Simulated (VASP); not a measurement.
**LiF: single point with r2SCAN**

LiF:

```
Li F
1.0
     3.04993    0.00000    0.00000
    -1.52496    2.64132    0.00000
     0.00000    0.00000    4.73689
Li F
2 2
Direct
  0.33333 0.66667 0.38244
  0.66667 0.33333 0.88244
  0.33333 0.66667 0.99256
  0.66667 0.33333 0.49256
```

```json
{
 "Program": "VASP 6.6.1",
 "Task": "single point",
 "Functional": "r2SCAN",
 "Potentials or basis": "VASP PAW PBE potentials, release 64 (Li_sv, F)",
 "Cutoff": "520 eV",
 "k mesh": "9 × 9 × 4",
 "Occupations": "gaussian, width 0.01 eV",
 "Spin": "no spin polarisation",
 "Dipole correction": "no",
 "Further INCAR settings": "ALGO = Normal; EDIFF = 1e-06; NBANDS = 18"
}
```

```
Largest force          : 0.010 eV/Å
Band gap on the k mesh : 8.84 eV
```

Forces in eV/Å, atoms in the order of the input:
```
Li   0.000  0.000  0.010
Li   0.000  0.000  0.010
F    0.000  0.000 -0.010
F    0.000  0.000 -0.010
```

Levels at points of the mesh, in eV from the valence-band top:
| k point | band 8 | band 9 | band 10 | band 11 | band 12 | band 13 |
| --- | --- | --- | --- | --- | --- | --- |
| (0.00, 0.00, 0.00) | -0.19 | -0.19 | 0.00 | 8.84 | 13.32 | 16.83 |
| (0.00, 0.00, 0.50) | -0.37 | -0.37 | -0.37 | 10.60 | 10.60 | 19.31 |

It took 86 s on 1 thread of Intel(R) Xeon(R) Platinum 8488C (Sapphire Rapids), on a shared host, peak memory 0.16 GiB.

Caveat: the PAW data sets were made with another functional, which shifts forces and pressure a little; an odd mesh through Γ misses points on the zone boundary, where band edges can lie.
